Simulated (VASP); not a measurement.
**Sb3Se: single point with PBE**

The system is Sb3Se.

```
CELL_PARAMETERS angstrom
6.74275 0.00000 0.00000
-3.37137 5.83939 0.00000
0.00000 0.00000 5.43089
ATOMIC_POSITIONS crystal
Sb 0.30790 0.15395 0.75000
Sb 0.84605 0.15395 0.75000
Sb 0.84605 0.69210 0.75000
Sb 0.69210 0.84605 0.25000
Sb 0.15395 0.84605 0.25000
Sb 0.15395 0.30790 0.25000
Se 0.66667 0.33333 0.25000
Se 0.33333 0.66667 0.75000
```

```json
{"Program": "VASP 6.6.1", "Task": "single point", "Functional": "PBE", "Potentials or basis": "VASP PAW PBE potentials, release 64 (Sb, Se)", "Cutoff": "520 eV", "k mesh": "6 × 6 × 8", "Occupations": "gaussian, width 0.1 eV", "Spin": "no spin polarisation"}
```

The pressure is -0.1 GPa, the largest force is 0.009 eV/Å and the band gap on the k mesh is zero (band 21 reaches 7.73 eV, above the bottom of band 22 at 6.07 eV).

Forces on the atoms (eV/Å):
```
Sb   0.008  0.005  0.000
Sb  -0.008  0.005  0.000
Sb   0.000 -0.009  0.000
Sb  -0.008 -0.005  0.000
Sb   0.008 -0.005  0.000
Sb   0.000  0.009  0.000
Se   0.000  0.000  0.000
Se   0.000  0.000  0.000
```

Levels at points of the mesh, in eV from the Fermi level:
```tsv
k point	band 19	band 20	band 21	band 22	band 23	band 24
(0.00, 0.00, 0.00)	-1.35	-0.13	-0.13	0.67	0.67	0.76
(0.50, 0.00, 0.00)	-0.71	-0.59	-0.31	-0.11	0.15	0.84
(0.00, 0.00, 0.50)	0.35	0.35	0.35	0.35	2.05	2.05
(0.50, 0.00, 0.50)	-1.38	-1.38	0.19	0.19	1.05	1.05
```

It took 2.2 min on 1 thread of Intel(R) Xeon(R) 6975P-C (Granite Rapids), on a shared host, peak memory 0.41 GiB.

Caveat: spin-orbit coupling is left out, which moves the levels of the heavy elements.
